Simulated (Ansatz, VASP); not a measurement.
# InAg3 in VASP and in Ansatz

```
CELL_PARAMETERS angstrom
4.14400 0.00000 0.00000
0.00000 4.14400 0.00000
0.00000 0.00000 4.10256
ATOMIC_POSITIONS crystal
In 0.00000 0.00000 0.00000
Ag 0.00000 0.50000 0.50000
Ag 0.50000 0.00000 0.50000
Ag 0.50000 0.50000 0.00000
```

Change from the starting cell: zz strain of -1 %.

Alike in both runs: task single point; functional PBEsol; k mesh 9 × 9 × 9; occupations fermi-dirac, width 0.05 eV; no spin polarisation.

|  | VASP | Ansatz |
| --- | --- | --- |
| version | VASP 6.6.1 | Ansatz 0.2.0 |
| potentials or method | VASP PAW PBE potentials, release 64 (In_d, Ag), cutoff 520 eV | all-electron LAPW, scalar-relativistic |

```csv
,VASP,Ansatz,Ansatz less VASP
pressure (GPa),0.7,0.7,+0.08
"traceless stress, the component that is largest in VASP (GPa)",-0.19,-0.18,+0.008
```

VASP's potentials were made for PBE, not for PBEsol. Ansatz ran all-electron here, and VASP with PAW potentials.
